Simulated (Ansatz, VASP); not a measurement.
## Two plane-wave programs on Mg

```
Mg
1.0
     0.00000    2.24426    2.17693
     2.24426    0.00000    2.17693
     2.24426    2.24426    0.00000
Mg
1
Direct
  0.00000 0.00000 0.00000
```

Change from the starting cell: zz strain of -3 %, PAW files.

Alike in both runs: task electric field gradients; functional PBE; k mesh 16 × 16 × 16; occupations fermi-dirac, width 0.03 eV; no spin polarisation.

|  | VASP | Ansatz |
| --- | --- | --- |
| version | VASP 6.6.1 | Ansatz 0.2.0 |
| potentials or method | VASP PAW PBE potentials, release 64 (Mg) | PAW with Ansatz's default frozen-core files, scalar-relativistic |
| plane-wave cutoff (eV) | 520 | 420 |
| valence electrons in the cell | 2 | 10 |

Ansatz gave:

* pressure (GPa): 2.1
* size of Vzz on the site where it differs most (V/Å²): 1.2

Q: Estimate VASP's values.

A: Pressure (GPa): 1.9; size of Vzz on the site where it differs most (V/Å²): 1.0.

VASP's potentials hold 2 valence electrons a cell and Ansatz's 10, so a difference there can come from the potentials and not from the codes.
